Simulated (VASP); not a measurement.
Wanted: the native input for a VASP 6.6.1 run.

- Task: single point
- Functional: PBE
- Potentials or basis: VASP PAW PBE potentials, release 64 (Ni, Al)
- Cutoff: 520 eV
- k mesh: 9 × 9 × 9
- Occupations: gaussian, width 0.018 eV
- Spin: collinear spin, ferromagnetic start
- Starting moments: [1.0, 0.0] μB
- Dipole correction: no
- Further INCAR settings: ALGO = Fast; EDIFF = 1e-07; NBANDS = 18

The structure of AlNi lies in POSCAR:

```
AlNi
1.0
    2.8810000000      0.0000000000      0.0000000000
    0.0000000000      2.8810000000      0.0000000000
    0.0000000000      0.0000000000      2.8810000000
Ni Al
1 1
Direct
    0.5000000000      0.5000000000      0.5000000000
    0.0000000000      0.0000000000      0.0000000000
```

One way to write it, as run:

INCAR

```
ALGO = Fast
EDIFF = 1E-7
ENCUT = 520
GGA = PE
ISIF = 2
ISMEAR = 0
ISPIN = 2
LASPH = True
LCHARG = False
LMAXMIX = 4
LORBIT = 11
LREAL = False
LWAVE = False
MAGMOM = 1 0
NBANDS = 18
NELM = 150
PREC = Accurate
SIGMA = 0.018000000000000002
```

KPOINTS

```
k-points
0
Gamma
  9 9 9
```

Potentials or basis: VASP PAW PBE potentials, release 64 (Ni, Al).

Run with:

```sh
$ cat potpaw_PBE.64/Ni/POTCAR potpaw_PBE.64/Al/POTCAR > POTCAR
$ mpirun -np 1 vasp_std > vasp.out
```

Results of the run:

```
Pressure                                              : 1.9 GPa
Net moment                                            : 0.00 μB per cell
Valence electrons inside the program's atomic spheres : Ni 9.46; Al 0.80
```

It took 18 s on 1 thread of Intel(R) Xeon(R) 6975P-C (Granite Rapids), on a shared host, peak memory 0.15 GiB.
